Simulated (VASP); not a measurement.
Write the native input for VASP 6.6.1 that does the following.

* Task: single point
* Functional: PBE
* Potentials or basis: VASP PAW PBE potentials, release 64 (Hf_pv, H, F)
* Cutoff: 520 eV
* k mesh: 10 × 10 × 12
* Occupations: gaussian, width 0.1 eV
* Spin: no spin polarisation
* Dipole correction: no
* Further INCAR settings: ALGO = Normal; EDIFF = 1e-06; NBANDS = 24

The structure of HfHF3 lies in POSCAR:

```
HfHF3
1.0
    4.2968633782      0.0000000000      0.0000000000
    0.0000000000      4.2968633782      0.0000000000
    0.0000000000      0.0000000000      3.1628137630
Hf H F
1 1 3
Direct
    0.0000000000      0.0000000000      0.7137045188
    0.5000000000      0.5000000000      0.4762270352
    0.0000000000      0.5000000000      0.7015320470
    0.5000000000      0.0000000000      0.7015320470
    0.5000000000      0.5000000000      0.1796043719
```

The cell was built from a structure type or drawn by symmetry, and may not be a known phase.

One way to write it, as run:

INCAR

```
PREC     = Accurate       # precision mode
ENCUT    = 520            # plane-wave cutoff, eV
EDIFF    = 1E-6           # SCF threshold, eV
ISMEAR   = 0              # smearing method
SIGMA    = 0.1            # smearing width, eV
LREAL    = False          # projectors in reciprocal space
LASPH    = True           # aspherical terms in the spheres
NELM     = 80             # most SCF steps
ALGO     = Normal         # electronic algorithm
ISIF     = 2              # what is computed and relaxed
LWAVE    = False          # write WAVECAR
LCHARG   = False          # write CHGCAR
GGA      = PE             # functional
NBANDS   = 24             # bands
```

KPOINTS

```
regular mesh
0
Gamma
  10 10 12
```

Potentials or basis: VASP PAW PBE potentials, release 64 (Hf_pv, H, F).

Launch:

```bash
$ cat potpaw_PBE.64/Hf_pv/POTCAR potpaw_PBE.64/H/POTCAR potpaw_PBE.64/F/POTCAR > POTCAR
$ mpirun -np 1 vasp_std > vasp.out
```

Results of the run:

```json
{
  "Pressure": "-1.3 GPa",
  "Largest force": "0.297 eV/Å",
  "Band gap on the k mesh": "zero (bands 16 and 17 overlap by 1.25 eV)"
}
```

Caveat: spin-orbit coupling is left out, which moves the levels of the heavy elements.

Run time: 44 s on 1 thread of Intel(R) Xeon(R) 6975P-C (Granite Rapids), with other jobs on the host, peak memory 0.3 GiB.
